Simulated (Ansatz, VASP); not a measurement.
## Two plane-wave programs on MgO

```
CELL_PARAMETERS angstrom
2.93802 0.00000 0.00000
-1.46901 2.54440 0.00000
0.00000 0.00000 2.67968
ATOMIC_POSITIONS crystal
Mg 0.00000 0.00000 0.00000
O 0.33333 0.66667 0.43469
```

Change from the starting cell: all O atoms moved +0.175 Å, as atom 2 towards its neighbour atom 2 (O) at 2.680 Å.

Alike in both runs: task single point; functional LDA; k mesh 9 × 9 × 8; occupations gaussian, width 0.05 eV; no spin polarisation.

```csv
,VASP,Ansatz
version,VASP 6.6.1,Ansatz 0.2.0
potentials or method,"VASP PAW LDA potentials, release 64 (Mg, O), cutoff 520 eV","scalar-relativistic, plane waves, PAW"
valence electrons in the cell,8,16
```

```csv
,VASP,Ansatz,Ansatz less VASP
gap on the k mesh at the Fermi level (eV),2.90,2.91,+0.003
least direct gap on the mesh (eV),3.36,3.35,0.000
pressure (GPa),-8.3,-6.8,+1.54
"traceless stress, the component that is largest in VASP (GPa)",-0.44,-0.20,+0.244
rms of the force components (eV/Å),0.301,0.294,-0.0068
```

LDA's correlation is that of Perdew and Zunger in VASP and of Perdew and Wang (1992) in Ansatz. Atom by atom the forces differ by 0.007 eV/Å (rms over components). VASP's potentials hold 8 valence electrons a cell and Ansatz's 16, so a difference there can come from the potentials and not from the codes.
